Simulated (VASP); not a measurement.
Runs of VASP 6.6.1 on V. The structure is that of space group Fd-3m (No. 227), or close to it. The cells are those of the table. 

```tsv
task	cell	cutoff (eV)	gap on the mesh (eV)	pressure (GPa)
relaxation of cell and atoms	relaxed to 150 GPa from a = 3.001 Å, angles 60.0°, 2 atoms	600	none	150.0
single point	a = 2.984 Å, angles 60.0°, 2 atoms	520	none	187.3
single point	a = 2.989 Å, angles 60.0°, 2 atoms	520	none	(a)
relaxation of cell and atoms	relaxed to 150 GPa from a = 2.984 Å, angles 60.0°, 2 atoms	600	none	150.0
```

Alike in all rows: level LDA; potentials or basis VASP PAW LDA potentials, release 64 (V_sv); no spin polarisation; k mesh 15 × 15 × 15; smearing fermi-dirac 0.1 eV.

Estimate the missing entries.

(a) 183.0.

Caveats: the cell is relaxed towards a set pressure, so the enthalpy falls and the energy may rise (some runs).

A gap of «none» marks levels without a gap at the run's occupations.
